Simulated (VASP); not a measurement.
Input of a VASP 6.6.1 run:

The input INCAR:

```
PREC = Accurate
ENCUT = 520
EDIFF = 1E-7
ISMEAR = 0
SIGMA = 0.01
LREAL = False
LASPH = True
NELM = 80
ALGO = Normal
ISIF = 2
LWAVE = False
LCHARG = False
GGA = CA
NBANDS = 11
```

Contents of KPOINTS:

```
regular mesh
0
Gamma
  13 13 13
```

POSCAR

```
C
1.0
    0.0000000000      1.7592674508      1.7592674508
    1.7592674508      0.0000000000      1.7592674508
    1.7592674508      1.7592674508      0.0000000000
C
2
Direct
    0.7500000000      0.7500000000      0.7500000000
    0.5000000000      0.5000000000      0.5000000000
```

Potentials or basis: VASP PAW LDA potentials, release 64 (C).

Launch:

```sh
$ cat potpaw_LDA.64/C/POTCAR > POTCAR
$ mpirun -np 1 vasp_std > vasp.out
```

Q: Predict the band gap on the k mesh.

A: 4.21 eV, indirect (least direct gap 5.66 eV).

Q: Predict the pressure.

A: 7.0 GPa.

 A k mesh can miss the band edges.
